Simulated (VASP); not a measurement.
Wanted: the native input for a VASP 6.6.1 run.

```
Task                   : single point
Functional             : PBE
Potentials or basis    : VASP PAW PBE potentials, release 64 (Fe, Pb_d, O)
Cutoff                 : 520 eV
k mesh                 : 2 × 2 × 2
Occupations            : gaussian, width 0.15 eV
Spin                   : collinear spin, ferromagnetic start
Starting moments       : [4.0, 4.0, 0.0, 0.0, 0.0, 0.0, 0.0, 0.0, 0.0, 0.0, 0.0, 0.0, 0.0, 0.0] μB
Dipole correction      : no
Further INCAR settings : ALGO = Normal; EDIFF = 1e-06; NBANDS = 77
```

The structure of FePb2O4 lies in POSCAR:

```
FePb2O4
1.0
    0.0000000000      4.7825195925      4.7825195925
    4.7825195925      0.0000000000      4.7825195925
    4.7825195925      4.7825195925      0.0000000000
Fe Pb O
2 4 8
Direct
    0.5000000000      0.5000000000      0.5000000000
    0.7500000000      0.7500000000      0.7500000000
    0.1250000000      0.1250000000      0.6250000000
    0.1250000000      0.1250000000      0.1250000000
    0.1250000000      0.6250000000      0.1250000000
    0.6250000000      0.1250000000      0.1250000000
    0.8330189442      0.3889936853      0.3889936853
    0.3889936853      0.3889936853      0.8330189442
    0.3889936853      0.8330189442      0.3889936853
    0.3889936853      0.3889936853      0.3889936853
    0.8610063147      0.8610063147      0.4169810558
    0.8610063147      0.4169810558      0.8610063147
    0.4169810558      0.8610063147      0.8610063147
    0.8610063147      0.8610063147      0.8610063147
```

The input as run:

INCAR

```
PREC = Accurate
ENCUT = 520
EDIFF = 1E-6
ISMEAR = 0
SIGMA = 0.15
LREAL = F
LASPH = T
NELM = 150
ALGO = Normal
ISIF = 2
LWAVE = F
LCHARG = F
ISPIN = 2
MAGMOM = 4 4 0 0 0 0 0 0 0 0 0 0 0 0
LORBIT = 11
LMAXMIX = 4
GGA = PE
NBANDS = 77
```

KPOINTS

```
regular mesh
0
Gamma
  2 2 2
```

Potentials or basis: VASP PAW PBE potentials, release 64 (Fe, Pb_d, O).

Launch:

```sh
$ cat potpaw_PBE.64/Fe/POTCAR potpaw_PBE.64/Pb_d/POTCAR potpaw_PBE.64/O/POTCAR > POTCAR
$ mpirun -np 1 vasp_std > vasp.out
```

It gave:

The pressure is 0.7 GPa. The largest force is 0.038 eV/Å and the net moment is 7.49 μB per cell. The site moments are Fe +3.17; Pb +0.01; O +0.07 μB and the valence electrons inside the program's atomic spheres are Fe 7.12; Pb 11.82; O 4.93.

Caveat: the k points lie up to 0.57 Å⁻¹ apart; the run started ferromagnetic, and an antiferromagnetic order may lie lower in energy.

It took 10 min on 1 thread of Intel Xeon 8259CL, on a shared host, peak memory 0.48 GiB.
